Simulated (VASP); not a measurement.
Fe:

```
Fe
1.0
    -1.44300    1.44300    1.44300
     1.44300   -1.44300    1.44300
     1.44300    1.44300   -1.44300
Fe
1
Direct
  0.00000 0.00000 0.00000
```

| Item | Value |
| --- | --- |
| Program | VASP 6.6.1 |
| Task | relaxation of cell and atoms |
| Functional | PBE |
| Dispersion | D3(BJ) |
| Potentials or basis | VASP PAW PBE potentials, release 64 (Fe) |
| Cutoff | 600 eV |
| k mesh | 13 × 13 × 13 |
| Occupations | fermi-dirac, width 0.05 eV |
| Spin | collinear spin, ferromagnetic start |
| Starting moments | [3.0] μB |

At the start: pressure -13.9 GPa; volume 12.02 Å³/atom.

**Question.** How do energy, volume and symmetry change on relaxing?

**Answer.** Over 3 steps the energy falls by 51.0 meV/atom and the volume is 11.00 Å³/atom (-8.5 %); space group Im-3m (No. 229, to 0.1 Å) before and after; moment 2.09 μB per cell.

Step by step:
| step | energy change (eV) | largest force (eV/Å) | pressure (GPa) | volume (Å³) |
| --- | --- | --- | --- | --- |
| 1 | 0.0000 | 0.0000 | -13.87 | 12.02 |
| 2 | -0.0169 | 0.0000 | 16.63 | 10.30 |
| 3 | -0.0510 | 0.0000 | 0.06 | 11.00 |

Final structure:
```
Fe
1.0
    -1.40093    1.40093    1.40093
     1.40093   -1.40093    1.40093
     1.40093    1.40093   -1.40093
Fe
1
Direct
  0.00000 0.00000 0.00000
```
